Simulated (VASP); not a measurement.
Wanted: the native input for a VASP 6.6.1 run.

| Property | Result |
| --- | --- |
| Task | single point |
| Functional | HSE06 |
| Potentials or basis | VASP PAW PBE potentials, release 64 (Ba_sv, Ti_sv, O) |
| Cutoff | 520 eV |
| k mesh | 4 × 4 × 4 |
| Occupations | gaussian, width 0.01 eV |
| Spin | no spin polarisation |
| Dipole correction | no |
| Grid for exact exchange (PRECFOCK) | Fast |
| Further INCAR settings | ALGO = Normal; EDIFF = 1e-07; NBANDS = 28 |
| Share of exact exchange | 0.25 |
| Screening parameter | 0.2079 1/Å |

Crystal: BaTiO3.

```
CELL_PARAMETERS angstrom
2.94877 1.70247 2.42064
-2.94877 1.70247 2.42064
0.00000 -3.40495 2.42064
ATOMIC_POSITIONS crystal
Ba 0.98888 0.98888 0.98888
Ti 0.47160 0.47160 0.47160
O 0.51222 0.51222 0.03427
O 0.03427 0.51222 0.51222
O 0.51222 0.03427 0.51222
```

This cell differs from its parent crystal: strain +3.8%.

These files were run (other wordings do the same):

POSCAR

```
BaTiO3
1.0
    2.9487702473      1.7024732960      2.4206441016
   -2.9487702473      1.7024732960      2.4206441016
    0.0000000000     -3.4049465921      2.4206441016
Ba Ti O
1 1 3
Direct
   -0.0111179424     -0.0111179424     -0.0111179424
    0.4716041354      0.4716041354      0.4716041354
    0.5122223179      0.5122223179      0.0342691711
    0.0342691711      0.5122223179      0.5122223179
    0.5122223179      0.0342691711      0.5122223179
```

INCAR.step1

```
PREC = Accurate
ENCUT = 520
EDIFF = 1E-5
ISMEAR = 0
SIGMA = 0.01
LREAL = F
LASPH = T
NELM = 100
ALGO = Normal
ISIF = 2
LWAVE = T
LCHARG = F
GGA = PE
NBANDS = 28
```

INCAR.step2

```
PREC = Accurate
ENCUT = 520
EDIFF = 1E-7
ISMEAR = 0
SIGMA = 0.01
LREAL = F
LASPH = T
NELM = 100
ALGO = Normal
ISIF = 2
LWAVE = F
LCHARG = F
GGA = PE
LHFCALC = T
HFSCREEN = 0.2079
PRECFOCK = Fast
ISTART = 1
NBANDS = 28
```

KPOINTS

```
regular mesh
0
Gamma
  4 4 4
```

Potentials or basis: VASP PAW PBE potentials, release 64 (Ba_sv, Ti_sv, O).

Run with:

```sh
$ cat potpaw_PBE.64/Ba_sv/POTCAR potpaw_PBE.64/Ti_sv/POTCAR potpaw_PBE.64/O/POTCAR > POTCAR
$ cp INCAR.step1 INCAR
$ mpirun -np 1 vasp_std > vasp.out
$ cp INCAR.step2 INCAR
$ mpirun -np 1 vasp_std > vasp.out
```

It gave:

```
Pressure               : -9.2 GPa
Largest force          : 0.260 eV/Å
Band gap on the k mesh : 4.57 eV (least direct gap 5.19 eV)
```

Caveat: the cell differs from its parent crystal (strain +3.8%); the cell stands under tension; the PAW data sets were made with another functional, which shifts forces and pressure a little; spin-orbit coupling is left out, which moves the levels of the heavy elements.

Wall time 76 min on 1 thread of Oxide Virtual Turin-like Processor, with other jobs on the host, peak memory 0.28 GiB.
